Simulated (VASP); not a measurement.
Wanted: the native input for a VASP 6.6.1 run.

* Task: single point
* Functional: LDA
* Potentials or basis: VASP PAW LDA potentials, release 64 (Ga_d)
* Cutoff: 520 eV
* k mesh: 16 × 16 × 16
* Occupations: fermi-dirac, width 0.05 eV
* Spin: no spin polarisation
* Dipole correction: no
* Further INCAR settings: ALGO = Normal; EDIFF = 1e-06; NBANDS = 12

The structure of Ga lies in POSCAR:

```
Ga
1.0
   -1.4894234511      1.4894234511      1.4894234511
    1.4894234511     -1.4894234511      1.4894234511
    1.4894234511      1.4894234511     -1.4894234511
Ga
1
Direct
    0.0000000000      0.0000000000      0.0000000000
```

This cell differs from its parent crystal: volume scaled by 0.76.

These files were run (other wordings do the same):

INCAR

```
ALGO = Normal
EDIFF = 1E-6
ENCUT = 520
GGA = CA
ISIF = 2
ISMEAR = -1
LASPH = True
LCHARG = True
LELF = True
LREAL = False
LVHAR = True
LWAVE = False
NBANDS = 12
NELM = 100
PREC = Accurate
SIGMA = 0.05
```

KPOINTS

```
k-points
0
Gamma
  16 16 16
```

Potentials or basis: VASP PAW LDA potentials, release 64 (Ga_d).

Command:

```bash
$ cat potpaw_LDA.64/Ga_d/POTCAR > POTCAR
$ mpirun -np 1 vasp_std > vasp.out
```

It gave:

```
Pressure : 34.2 GPa
```

Wall time 6.6 s on 1 thread of Intel(R) Xeon(R) 6975P-C (Granite Rapids), with other jobs on the host, peak memory 0.13 GiB.
